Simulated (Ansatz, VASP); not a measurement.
One calculation of RbCl, two programs

```
Rb Cl
1.0
     0.00000    3.34896    3.34896
     3.34896    0.00000    3.34896
     3.34896    3.34896    0.00000
Rb Cl
1 1
Direct
  0.00000 0.00000 0.00000
  0.50000 0.50000 0.50000
```

Alike in both runs: functional PBE; k mesh 10 × 10 × 10; occupations fermi-dirac, width 0.05 eV; no spin polarisation.

Ansatz relaxed the structure, and its values are those at the end. VASP's run is a single point on that final structure, the one shown.

|  | VASP | Ansatz |
| --- | --- | --- |
| version | VASP 6.6.1 | Ansatz 0.2.0 |
| potentials or method | VASP PAW PBE potentials, release 64 (Rb_sv, Cl) | PAW with Ansatz's default frozen-core files, scalar-relativistic |
| plane-wave cutoff (eV) | 500 | 420 |
| valence electrons in the cell | 16 | 16 |

```csv
,VASP,Ansatz,Ansatz less VASP
pressure (GPa),0.0,0.0,+0.01
```
